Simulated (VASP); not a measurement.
# Cd: single point with LDA

Crystal: Cd.

```
CELL_PARAMETERS angstrom
3.10828 0.00000 0.00000
-1.55414 2.69185 0.00000
0.00000 0.00000 9.87708
ATOMIC_POSITIONS crystal
Cd 0.00000 0.00000 0.00000
Cd 0.00000 0.00000 0.50000
Cd 0.33333 0.66667 0.25000
Cd 0.66667 0.33333 0.75000
```

```json
{
 "Program": "VASP 6.6.1",
 "Task": "single point",
 "Functional": "LDA",
 "Potentials or basis": "VASP PAW LDA potentials, release 64 (Cd)",
 "Cutoff": "520 eV",
 "k mesh": "13 × 13 × 4",
 "Occupations": "fermi-dirac, width 0.1 eV",
 "Spin": "no spin polarisation"
}
```

* Pressure: -1.8 GPa
* Band gap on the k mesh: zero (bands 24 and 25 overlap by 2.71 eV)

Stress tensor (GPa, compression positive):
```
-1.81  0.00  0.00
 0.00 -1.81  0.00
 0.00  0.00 -1.71
```

Levels at points of the mesh, in eV from the Fermi level:
```csv
k point,band 20,band 21,band 22,band 23,band 24,band 25,band 26,band 27,band 28,band 29
"(0.00, 0.00, 0.00)",-8.44,-8.44,-7.46,-7.44,-2.52,-1.05,6.91,6.91,12.35,12.35
"(0.00, 0.00, 0.50)",-8.53,-8.53,-8.53,-5.10,-5.10,2.29,2.29,11.95,11.95,12.70
```

Run time: 2.5 min on 1 thread of Intel Xeon 8259CL, on a shared host, peak memory 0.25 GiB.
